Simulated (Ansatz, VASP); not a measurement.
PtSe2: VASP beside Ansatz

The input INCAR:

```
AGGAC = 1.0 ; AGGAX = 1.0
ALDAC = 0.0 ; ALDAX = 1.0
ALGO = Normal ; EDIFF = 1E-7
ENCUT = 520 ; GGA = B5
ISIF = 2 ; ISMEAR = -1
IVDW = 12 ; LASPH = T
LCHARG = F ; LREAL = F
LWAVE = F ; NBANDS = 18
NELM = 60 ; PREC = Accurate
SIGMA = 0.05 ; VDW_A1 = 0.4298
VDW_A2 = 4.2359 ; VDW_S6 = 1.0
VDW_S8 = 2.6996
```

Contents of KPOINTS:

```
k-points
0
Gamma
  8 8 5
```

POSCAR

```
PtSe2
1.0
    3.7240000000      0.0000000000      0.0000000000
   -1.8620000000      3.2250786037      0.0000000000
    0.0000000000      0.0000000000      5.0620000000
Pt Se
1 2
Direct
    0.0000000000      0.0000000000      0.0000000000
    0.6666666667      0.3333333333      0.7500000000
    0.3333333333      0.6666666667      0.2500000000
```

input.yaml

```yaml
crystal:
  lattice:
    - [3.724, 0.0, 0.0]
    - [-1.862, 3.2250786037, 0.0]
    - [0.0, 0.0, 5.062]
  atoms:
    - { symbol: Pt, position: [0.0, 0.0, 0.0] }
    - { symbol: Se, position: [0.6666666667, 0.3333333333, 0.75] }
    - { symbol: Se, position: [0.3333333333, 0.6666666667, 0.25] }
hamiltonian:
  xc: blyp
  pseudopotentials: { kind: paw }
  dispersion: d3bj
kpoints:
  mp_grid: { grid: [8, 8, 5] }
scf:
  occupations: { method: fermi_dirac, width: 0.05 }
output:
  forces: true
  stress: true
  eigenvalues: true
  write_density: true
  write_potential: true
  elf: true
  volumetric_format: npy
```

Alike in both runs: task single point; functional BLYP; dispersion D3(BJ); k mesh 8 × 8 × 5; occupations fermi-dirac, width 0.05 eV; no spin polarisation.

```csv
,VASP,Ansatz
version,VASP 6.6.1,Ansatz 0.2.0
potentials or method,"VASP PAW PBE potentials, release 64 (Pt, Se)",Ansatz PAW
plane-wave cutoff (eV),520,420
valence electrons in the cell,22,50
```

Ansatz gave:

```
gap on the k mesh at the Fermi level (eV)                     : none
pressure (GPa)                                                : 5.9
traceless stress, the component that is largest in VASP (GPa) : -1.89
rms of the force components (eV/Å)                            : 0.522
```

**Question.** Estimate VASP's values.

**Answer.** gap on the k mesh at the Fermi level (eV): none; pressure (GPa): 6.6; traceless stress, the component that is largest in VASP (GPa): -2.07; rms of the force components (eV/Å): 0.556.

VASP's potentials were made for PBE, not for BLYP. Atom by atom the forces differ by 0.034 eV/Å (rms over components). A gap of «none» marks a metal or a gap that the smearing closes. VASP's potentials hold 22 valence electrons a cell and Ansatz's 50, so a difference there can come from the potentials and not from the codes.

Neither program's run includes spin-orbit coupling.
